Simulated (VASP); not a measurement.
Write the native input for VASP 6.6.1 that does the following.

```
Task                   : single point
Functional             : LDA
Potentials or basis    : VASP PAW LDA potentials, release 64 (Ta_pv)
Cutoff                 : 520 eV
k mesh                 : 12 × 12 × 12
Occupations            : fermi-dirac, width 0.1 eV
Spin                   : no spin polarisation
Dipole correction      : no
Further INCAR settings : ALGO = Normal; EDIFF = 1e-07; NBANDS = 12
```

The structure of Ta lies in POSCAR:

```
Ta
1.0
    2.6837561437      0.0000000000      0.0000000000
    0.0000000000      2.6837561437      0.0000000000
    0.0000000000      0.0000000000      2.6837561437
Ta
1
Direct
    0.0000000000      0.0000000000      0.0000000000
```

These files were run (other wordings do the same):

INCAR

```
ALGO = Normal
EDIFF = 1E-7
ENCUT = 520
ISIF = 2
ISMEAR = -1
LASPH = T
LCHARG = F
LREAL = F
LWAVE = F
NBANDS = 12
NELM = 60
PREC = Accurate
SIGMA = 0.1
```

KPOINTS

```
k-points
0
Gamma
  12 12 12
```

Potentials or basis: VASP PAW LDA potentials, release 64 (Ta_pv).

Launch:

```sh
$ cat potpaw_LDA.64/Ta_pv/POTCAR > POTCAR
$ mpirun -np 1 vasp_std > vasp.out
```

It gave:

```yaml
Pressure: 0.6 GPa
```

Wall time 17 s on 1 thread of Intel Xeon 8259CL, with other jobs on the host, peak memory 0.13 GiB.
